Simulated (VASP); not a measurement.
# Pd (I4/mmm) in VASP: further runs

The runs below take Pd through single point, with PBE.

All numbers are computed with VASP 6.6.1; they aren't measurements. Logs are shortened: lines on timing, memory, paths and dates and some standing lists are left out, and cuts for length are marked.

## 1. The cell of the first run

The structure is tetragonal, space group I4/mmm (No. 139). The conventional cell has a = 2.819 Å, b = 2.819 Å, c = 4.084 Å, α = 90.00°, β = 90.00°, γ = 90.00°. Within 3.7 Å of Pd (site symmetry 4/mmm) lie 12 Pd at 2.82 to 2.85 Å.

## 2. Single point, PBE (strain +0.025 along x and y, +0.050 along z)

INCAR

```
SYSTEM = Pd
PREC     = Accurate       ! precision mode
ENCUT    = 520            ! plane-wave cutoff, eV
EDIFF    = 1E-6           ! SCF threshold, eV
ISMEAR   = 0              ! smearing method
SIGMA    = 0.15           ! smearing width, eV
LREAL    = .FALSE.        ! projectors in reciprocal space
LASPH    = .TRUE.         ! aspherical terms in the spheres
NELM     = 60             ! most SCF steps
ALGO     = Fast           ! electronic algorithm
ISIF     = 2              ! what is computed and relaxed
LWAVE    = .FALSE.        ! write WAVECAR
LCHARG   = .FALSE.        ! write CHGCAR
GGA      = PE             ! functional
NBANDS   = 11             ! bands
```

KPOINTS

```
Automatic mesh
0
G
  8 8 8
  0 0 0
```

POSCAR

```
Pd
1.0
    0.0000000000      1.9935225000      2.0421450000
    1.9935225000      0.0000000000      2.0421450000
    1.9935225000      1.9935225000      0.0000000000
Pd
1
Direct
    0.0000000000      0.0000000000      0.0000000000
```

Potentials or basis: VASP PAW PBE potentials, release 64 (Pd).

Command:

```sh
$ cat potpaw_PBE.64/Pd/POTCAR > POTCAR
$ mpirun -np 1 vasp_std > vasp.out
```

OUTCAR:

```text
SYSTEM = Pd
   PREC = Accurate
   ENCUT = 520
   EDIFF = 1E-6
   ISMEAR = 0
   LREAL = .FALSE.
   LASPH = .TRUE.
   NELM = 60
   ISIF = 2
   GGA = PE

 ion  position               nearest neighbor table
   1  0.000  0.000  0.000-

  LATTYP: Found a body centered tetragonal cell.
 ALAT       =     2.8192665564
 C/A-ratio  =     1.4487065761

  Lattice vectors:

 A1 = (  -1.9935225000,   0.0000000000,   2.0421450000)
 A2 = (   1.9935225000,   0.0000000000,   2.0421450000)
 A3 = (   0.0000000000,   1.9935225000,  -2.0421450000)

Analysis of symmetry for initial positions (statically):
=====================================================================
 Subroutine PRICEL returns:
 Original cell was already a primitive cell.

 Routine SETGRP: Setting up the symmetry group for a
 body centered tetragonal supercell.

 Subroutine GETGRP returns: Found 16 space group operations
 (whereof 16 operations were pure point group operations)
 out of a pool of 16 trial point group operations.

The static configuration has the point symmetry D_4h.

Analysis of symmetry for dynamics (positions and initial velocities):
=====================================================================
 Subroutine PRICEL returns:
 Original cell was already a primitive cell.

 Routine SETGRP: Setting up the symmetry group for a
 body centered tetragonal supercell.

 Subroutine GETGRP returns: Found 16 space group operations
 (whereof 16 operations were pure point group operations)
 out of a pool of 16 trial point group operations.

The dynamic configuration has the point symmetry D_4h.

 Subroutine INISYM returns: Found 16 space group operations
 (whereof 16 operations are pure point group operations),
 and found     1 'primitive' translations

----------------------------------------------------------------------------------------

                                     Primitive cell

  volume of cell :      16.2315

  direct lattice vectors                    reciprocal lattice vectors
     0.000000000  1.993522500  2.042145000    -0.250812318  0.250812318  0.244840597
     1.993522500  0.000000000  2.042145000     0.250812318 -0.250812318  0.244840597
     1.993522500  1.993522500  0.000000000     0.250812318  0.250812318 -0.244840597

  length of vectors
     2.853854965  2.853854965  2.819266556     0.430999485  0.430999485  0.430999485

  position of ions in fractional coordinates (direct lattice)
     0.000000000  0.000000000  0.000000000

  ion indices of the primitive-cell ions
   primitive index   ion index
[... 81 lines left out ...]
   POTIM  = 0.5000    time-step for ionic-motion
   TEBEG  =    0.0;   TEEND  =   0.0 temperature during run
   PSTRESS=    0.0 pullay stress
   NELECT =      10.0000    total number of electrons
   NUPDOWN=      -1.0000    fix difference up-down
   EMIN   =  10.00;   EMAX   =-10.00  energy-range for DOS
   EFERMI =   0.00;   METHOD = LEGACY
   ISMEAR =     0;   SIGMA  =   0.15  broadening in eV -4-tet -1-fermi 0-gaus
   EFERMI_NEDOS =   21; number of points for ismear=-14 and -15
   IALGO  =     68    algorithm
   IMIX   =      4    mixing-type and parameters
     AMIX     =   0.40;   BMIX     =  1.00
     AMIX_MAG =   1.60;   BMIX_MAG =  1.00
  volume/ion in A,a.u.               =      16.23       109.54
  Fermi-wavevector in a.u.,A,eV,Ry     =   1.393013  2.632413 26.401910  1.940486
  Thomas-Fermi vector in A             =   2.516700
   LORBIT       =      0    0 simple, 1 ext, 2 COOP (PROOUT), +10 PAW based schemes
   GGA     = PE    functional components
   LHFCALC =     F    Hartree Fock is set to
   AEXX    =    0.0000 exact exchange contribution
   IVDW    =     0    specifies the selected vdW correction
   LEPSILON=     F    determine dielectric tensor
   LRPA    =     F    only Hartree local field effects (RPA)
 non-spin polarized calculation
 RMM-DIIS sequential band-by-band and
 Gauss-broadening in eV      SIGMA  =   0.15
  energy-cutoff  :      520.00
  volume of cell :       16.23
 maximum number of plane-waves:       452
 NGX is ok and might be reduce to    24
   NGX = 11   NGY = 11   NGZ = 11

 number of electron      10.0000002 magnetization

 Free energy of the ion-electron system (eV)
  ---------------------------------------------------
  ext. energy  EPLUGINS =         0.00000000
  ---------------------------------------------------
  free energy    TOTEN  =        -5.18816021 eV

  energy without entropy =       -5.16336895  energy(sigma->0) =       -5.17576458

 E-fermi :   8.3361     XC(G=0): -12.5902

 val. band max:        8.3335676085   @ k =   0.5000  -0.0000   0.2500
 cond. band min:       8.3971060942   @ k =   0.5000   0.3750   0.0000
 fundamental gap:      0.0635384857
 Fermi energy:         8.3361199284

 k-point     1 :       0.0000    0.0000    0.0000
  band No.  band energies     occupation
      1       1.8284      2.00000
      2       5.7148      2.00000
      3       5.9147      2.00000
      4       5.9147      2.00000
      5       7.1145      2.00000
      6       7.3191      2.00000
      7      25.3646      0.00000
      8      29.2779      0.00000
      9      29.7427      0.00000
     10      29.7427      0.00000
     11      34.4227      0.00000
[... 309 lines left out ...]
 k-point    24 :       0.3750   -0.0000    0.1250
  band No.  band energies     occupation
      1       4.0595      2.00000
      2       5.7910      2.00000
      3       5.9709      2.00000
      4       6.2532      2.00000
      5       8.0574      1.99140
      6       8.5133      0.09475
      7      19.1411      0.00000
      8      25.5668      0.00000
      9      26.8023      0.00000
     10      28.7145      0.00000
     11      34.5181      0.00000

 [... further k-points ...]

------------------------ aborting loop because EDIFF is reached ----------------------------------------

  FORCE on cell =-STRESS in cart. coord.  units (eV):
  Direction    XX          YY          ZZ          XY          YZ          ZX
  --------------------------------------------------------------------------------------
  -------------------------------------------------------------------------------------
  Total       -0.7575276     -0.7575276     -0.8648226      0.0000000      0.0000000     -0.0000000
  in kB      -74.7739275    -74.7739275    -85.3647858      0.0000000      0.0000000     -0.0000000
  external PRESSURE =     -78.3042136 kB  Pullay stress =       0.0000000 kB

 VOLUME and BASIS-vectors are now :
 -----------------------------------------------------------------------------
  energy-cutoff  :      520.00
  volume of cell :       16.23
      direct lattice vectors                 reciprocal lattice vectors
     0.000000000  1.993522500  2.042145000    -0.250812318  0.250812318  0.244840597
     1.993522500  0.000000000  2.042145000     0.250812318 -0.250812318  0.244840597
     1.993522500  1.993522500  0.000000000     0.250812318  0.250812318 -0.244840597

 POSITION                                       TOTAL-FORCE (eV/Angst)
 -----------------------------------------------------------------------------------
      0.00000      0.00000      0.00000         0.000000      0.000000      0.000000
 -----------------------------------------------------------------------------------
    total drift:                                0.000000     -0.000000     -0.000000

  FREE ENERGIE OF THE ION-ELECTRON SYSTEM (eV)
  ---------------------------------------------------
  free  energy   TOTEN  =        -5.1881602130 eV

  energy  without entropy=       -5.1633689485  energy(sigma->0) =       -5.17576458
```

stdout:

```text
POSCAR found type information on POSCAR Pd
 POSCAR found :  1 types and       1 ions
 scaLAPACK will be used
 LDA part: xc-table for (Slater+PW92), standard interpolation
 POSCAR, INCAR and KPOINTS ok, starting setup
 FFT: planning ... GRIDC
 FFT: planning ... GRID_SOFT
 FFT: planning ... GRID
 WAVECAR not read
 entering main loop
```

Wall time 13 s (1 thread of AMD EPYC 7R43 (Zen 3), shared host); peak memory 0.11 GiB.

Results:

```yaml
Free_energy: -5.1882 eV
Pressure: -7.8 GPa
Band_gap_on_the_k_mesh: zero (band 5 reaches 8.59 eV, above the bottom of band 6 at 7.25 eV)
```

Stress tensor (GPa, compression positive):
```
-7.48  0.00  0.00
 0.00 -7.48  0.00
 0.00  0.00 -8.54
```

Levels at points of the mesh, in eV from the Fermi level:
| k point | band 1 | band 2 | band 3 | band 4 | band 5 | band 6 | band 7 | band 8 | band 9 | band 10 |
| --- | --- | --- | --- | --- | --- | --- | --- | --- | --- | --- |
| (0.00, 0.00, 0.00) | -6.51 | -2.62 | -2.42 | -2.42 | -1.22 | -1.02 | 17.03 | 20.94 | 21.41 | 21.41 |
| (0.50, 0.00, 0.00) | -4.66 | -2.62 | -2.44 | -0.13 | -0.05 | 1.14 | 6.53 | 16.32 | 19.84 | 20.34 |
| (0.50, 0.50, 0.00) | -4.70 | -4.45 | -0.11 | 0.17 | 0.17 | 3.00 | 9.34 | 12.90 | 12.90 | 20.38 |
| (0.50, 0.00, 0.50) | -4.70 | -4.44 | -0.12 | 0.11 | 0.26 | 3.43 | 9.95 | 12.42 | 12.51 | 19.99 |

Caveat: the cell differs from its parent crystal (strain +0.025 along x and y, +0.050 along z).

## 3. Single point, PBE (strain +0.050 along x and y, +0.025 along z)

INCAR

```
ALGO = Normal
EDIFF = 1E-7
ENCUT = 520
GGA = PE
ISIF = 2
ISMEAR = 0
LASPH = True
LCHARG = True
LELF = True
LREAL = False
LVHAR = True
LWAVE = False
NBANDS = 11
NELM = 80
PREC = Accurate
SIGMA = 0.15
```

KPOINTS

```
k-points
0
Gamma
  8 8 8
```

POSCAR

```
Pd
1.0
    0.0000000000      2.0421450000      1.9935225000
    2.0421450000      0.0000000000      1.9935225000
    2.0421450000      2.0421450000      0.0000000000
Pd
1
Direct
    0.0000000000      0.0000000000      0.0000000000
```

Potentials or basis: VASP PAW PBE potentials, release 64 (Pd).

Command:

```sh
$ cat potpaw_PBE.64/Pd/POTCAR > POTCAR
$ mpirun -np 1 vasp_std > vasp.out
```

Wall time 15 s (1 thread of AMD EPYC 7R43 (Zen 3), shared host); peak memory 0.11 GiB.

Results (log left out):

```
Free energy            : -5.1657 eV
Pressure               : -10.5 GPa
Band gap on the k mesh : zero (band 5 reaches 8.20 eV, above the bottom of band 6 at 6.93 eV)
```

Stress tensor (GPa, compression positive):
```
-10.80   0.00   0.00
  0.00 -10.80   0.00
  0.00   0.00 -10.04
```

Levels at points of the mesh, in eV from the Fermi level:
```
           k point  band 1  band 2  band 3  band 4  band 5  band 6  band 7  band 8  band 9  band 10
(0.00, 0.00, 0.00)   -6.33   -2.45   -2.45   -2.27   -1.17   -0.98   17.00   20.94   20.94    21.38
(0.50, 0.00, 0.00)   -4.49   -2.52   -2.34   -0.13   -0.04    1.19    6.37   16.29   19.57    20.13
(0.50, 0.50, 0.00)   -4.52   -4.27   -0.12    0.18    0.18    3.58    9.93   12.19   12.19    19.51
(0.50, 0.00, 0.50)   -4.52   -4.27   -0.11    0.11    0.23    3.15    9.33   12.58   12.67    19.92
```

Caveat: the cell differs from its parent crystal (strain +0.050 along x and y, +0.025 along z).
